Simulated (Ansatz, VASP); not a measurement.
Two plane-wave programs on ZrO5

```
Zr O
1.0
     3.73403    0.00000    0.00000
    -1.86701    3.23376    0.00000
     0.00000    0.00000    5.61450
Zr O
1 5
Direct
  0.00000 0.00000 0.00000
  0.50000 0.00000 0.50000
  0.50000 0.50000 0.50000
  0.00000 0.50000 0.50000
  0.33333 0.66667 0.00000
  0.66667 0.33333 0.00000
```

Change from the starting cell: species swapped into the YCu5 type (P6/mmm, No. 191).

Alike in both runs: functional PBE; k mesh 12 × 12 × 8; occupations gaussian, width 0.1 eV; no spin polarisation.

Ansatz relaxed the structure, and its values are those at the end. VASP's run is a single point on that final structure, the one shown.

|  | VASP | Ansatz |
| --- | --- | --- |
| version | VASP 6.6.1 | Ansatz 0.2.0 |
| potentials or method | VASP PAW PBE potentials, release 64 (Zr_sv, O), cutoff 520 eV | scalar-relativistic, plane waves, PAW |
| valence electrons in the cell | 42 | 42 |

VASP gave:

| Quantity | Value |
| --- | --- |
| gap on the k mesh at the Fermi level (eV) | none |
| pressure (GPa) | 0.1 |

Problem. Which values does Ansatz return?

Solution. gap on the k mesh at the Fermi level (eV): none; pressure (GPa): 0.0.

A gap of «none» marks a metal or a gap that the smearing closes. The functional is the same, so the differences come from potentials, cutoffs and numerics.
